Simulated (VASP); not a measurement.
Input of a VASP 6.6.1 run:

INCAR

```
SYSTEM = C
PREC = Accurate
ENCUT = 910
EDIFF = 1E-7
ISMEAR = 0
SIGMA = 0.1
LREAL = .FALSE.
LASPH = .TRUE.
NELM = 120
ALGO = Normal
ISIF = 3
LWAVE = .FALSE.
LCHARG = .FALSE.
GGA = PE
IBRION = 2
NSW = 100
EDIFFG = -0.01
GGA_COMPAT = .FALSE.
NELMIN = 4
```

KPOINTS

```
regular mesh
0
G
  18 18 42
  0 0 0
```

File POSCAR:

```
C
1.0
    3.6153897917      0.0000000000      0.0000000000
   -1.8076948959      3.1310194042      0.0000000000
    0.0000000000      0.0000000000      1.2839145731
C
1
Direct
    0.0000000000      0.0000000000      0.0000000000
```

Potentials or basis: VASP PAW PBE potentials, release 64 (C_h).

Command:

```console
$ cat potpaw_PBE.64/C_h/POTCAR > POTCAR
$ mpirun -np 1 vasp_std > vasp.out
```

Estimate the relaxed cell.

a = 3.895 Å, b = 3.895 Å, c = 1.281 Å, α = 90.00°, β = 90.00°, γ = 120.00°.

Predict the band gap on the k mesh.

zero (bands 2 and 3 overlap by 14.65 eV).

Final structure:
```xyz
1
Lattice="3.8946 0.0000 0.0000 -1.9473 3.3728 0.0000 0.0000 0.0000 1.2809" Properties=species:S:1:pos:R:3 pbc="T T T"
C     0.0000    0.0000    0.0000
```
